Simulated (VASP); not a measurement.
Crystal: InP (rocksalt type).

```xyz
2
Lattice="0.0000 2.5708 2.5708 2.5708 0.0000 2.5708 2.5708 2.5708 0.0000" Properties=species:S:1:pos:R:3 pbc="T T T"
In    0.0000    0.0000    0.0000
P     2.5708    2.5708    2.5708
```

| Property | Result |
| --- | --- |
| Program | VASP 6.6.1 |
| Task | relaxation of cell and atoms |
| Functional | r2SCAN |
| Potentials or basis | VASP PAW PBE potentials, release 64 (In_d, P) |
| Cutoff | 600 eV |
| k mesh | 14 × 14 × 14 |
| Occupations | fermi-dirac, width 0.05 eV |
| Spin | no spin polarisation |

At the start: pressure 27.0 GPa; volume 16.99 Å³/atom.

Task: How do energy, volume and symmetry change on relaxing?

Result: Over 4 steps the energy falls by 263.0 meV/atom and the volume is 20.76 Å³/atom (+22.2 %); space group Fm-3m (No. 225, to 0.1 Å) before and after.

The path:
```
step  energy change (eV)  largest force (eV/Å)  pressure (GPa)  volume (Å³)
   1              0.0000                0.0000           26.97        33.98
   2             -0.2048                0.0000           -9.97        50.07
   3             -0.5258                0.0000           -0.32        41.68
   4             -0.5259                0.0000           -0.01        41.51
```

Final structure:
```yaml
crystal:
  lattice:
    - [0.00000, 2.74819, 2.74819]
    - [2.74819, 0.00000, 2.74819]
    - [2.74819, 2.74819, 0.00000]
  atoms:
    - { symbol: In, position: [0.00000, 0.00000, 0.00000] }
    - { symbol: P, position: [0.50000, 0.50000, 0.50000] }
```

Caveat: the volume moved by over 15 % at a fixed basis, so the end points are rough; the PAW data sets were made with another functional, which shifts forces and pressure a little.
